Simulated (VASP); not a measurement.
Input of a VASP 6.6.1 run:

The input INCAR:

```
  PREC = Accurate
  ENCUT = 690
  EDIFF = 1E-6
  ISMEAR = -1
  SIGMA = 0.05
  LREAL = F
  LASPH = T
  NELM = 200
  ALGO = Normal
  ISIF = 2
  LWAVE = F
  LCHARG = F
  ISPIN = 2
  MAGMOM = 0 4.5
  LORBIT = 11
  NUPDOWN = 4.5
  LMAXMIX = 4
  GGA = PE
  NBANDS = 28
  GGA_COMPAT = F
```

The input KPOINTS:

```
regular mesh
0
Gamma
  8 8 6
```

POSCAR

```
FePt
1.0
    2.7235000000      0.0000000000      0.0000000000
    0.0000000000      2.7235000000      0.0000000000
    0.0000000000      0.0000000000      3.7200000000
Pt Fe
1 1
Direct
    0.5000000000      0.5000000000      0.5000000000
    0.0000000000      0.0000000000      0.0000000000
```

Potentials or basis: VASP PAW PBE potentials, release 64 (Pt_sv_GW, Fe_sv).

Launch:

```bash
$ cat potpaw_PBE.64/Pt_sv_GW/POTCAR potpaw_PBE.64/Fe_sv/POTCAR > POTCAR
$ mpirun -np 1 vasp_std > vasp.out
```

**Question.** What does it give for the pressure?

**Answer.** 15.2 GPa.

Stress tensor (GPa, compression positive):
```
17.95  0.00  0.00
 0.00 17.95  0.00
 0.00  0.00  9.84
```

Caveat: the stress differs along the axes, from 10 to 18 GPa; the total moment is fixed, so each spin has its own Fermi level and the state may be an excited one.
